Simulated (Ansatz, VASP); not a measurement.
**Two plane-wave programs on CaC2**

```
Ca C
1.0
    -1.87892    1.87892    3.06034
     1.87892   -1.87892    3.06034
     1.87892    1.87892   -3.06034
Ca C
1 2
Direct
  0.00000 0.00000 0.00000
  0.59968 0.59968 0.00000
  0.40032 0.40032 0.00000
```

Change from the starting cell: strain -0.0250 x Voigt [0, 0, 1, 0, 0, 0], atoms carried along.

Alike in both runs: task single point; functional LDA; k mesh 10 × 10 × 10; occupations gaussian, width 0.05 eV; no spin polarisation.

```csv
,VASP,Ansatz
version,VASP 6.6.1,Ansatz 0.2.0
potentials or method,"VASP PAW LDA potentials, release 64 (Ca_sv, C), cutoff 600 eV","scalar-relativistic, plane waves, PAW"
valence electrons in the cell,18,18
```

Ansatz gave:

| Quantity | Value |
| --- | --- |
| gap on the k mesh at the Fermi level (eV) | 0.95 |
| least direct gap on the mesh (eV) | 2.14 |
| pressure (GPa) | 6.0 |
| traceless stress, the component that is largest in VASP (GPa) | 11.59 |
| rms of the force components (eV/Å) | 1.141 |

Q: Which values does VASP return?

A: gap on the k mesh at the Fermi level (eV): 0.94; least direct gap on the mesh (eV): 2.13; pressure (GPa): 6.5; traceless stress, the component that is largest in VASP (GPa): 12.00; rms of the force components (eV/Å): 1.188.

LDA's correlation is that of Perdew and Zunger in VASP and of Perdew and Wang (1992) in Ansatz. Atom by atom the forces differ by 0.046 eV/Å (rms over components).
